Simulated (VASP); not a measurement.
The system is BN.

```
B N
1.0
     6.15224    0.00000    0.00000
    -3.07612    5.32800    0.00000
     0.00000    0.00000    2.46090
B N
4 4
Direct
  0.53333 0.06667 0.00000
  0.93333 0.46667 0.00000
  0.53333 0.46667 0.00000
  0.33333 0.66667 0.50000
  0.46667 0.93333 0.50000
  0.06667 0.53333 0.50000
  0.46667 0.53333 0.50000
  0.66667 0.33333 0.00000
```

- Program: VASP 6.6.1
- Task: relaxation of cell and atoms
- Functional: PBE
- Potentials or basis: VASP PAW PBE potentials, release 64 (B, N)
- Cutoff: 600 eV
- k mesh: 3 × 3 × 8
- Occupations: gaussian, width 0.1 eV
- Spin: no spin polarisation

At the start: pressure 21.0 GPa; volume 10.08 Å³/atom.

Q: Where does the relaxation end?

A: Over 7 steps the energy falls by 67.8 meV/atom and the volume is 11.12 Å³/atom (+10.3 %); space group P-6m2 (No. 187, to 0.05 Å).

Step by step:
| step | energy change (eV) | largest force (eV/Å) | pressure (GPa) | volume (Å³) |
| --- | --- | --- | --- | --- |
| 1 | 0.0000 | 1.0492 | 21.04 | 80.67 |
| 2 | -0.0206 | 1.7536 | -13.42 | 97.13 |
| 3 | -0.5096 | 0.7208 | 0.95 | 88.41 |
| 4 | -0.4559 | 1.3125 | -3.27 | 90.46 |
| 5 | -0.5356 | 0.0479 | -0.69 | 89.15 |
| 6 | -0.5415 | 0.0199 | 0.29 | 88.89 |
| 7 | -0.5423 | 0.0315 | 0.04 | 88.96 |

Final structure:
```
B N
1.0
     6.39720    0.00000    0.00000
    -3.19860    5.54013    0.00000
     0.00000    0.00000    2.50996
B N
4 4
Direct
  0.53371 0.06741 0.00000
  0.93259 0.46629 0.00000
  0.53371 0.46629 0.00000
  0.33333 0.66667 0.50000
  0.46809 0.93617 0.50000
  0.06383 0.53191 0.50000
  0.46809 0.53191 0.50000
  0.66667 0.33333 0.00000
```

Caveat: the k points lie up to 0.38 Å⁻¹ apart in the final cell.
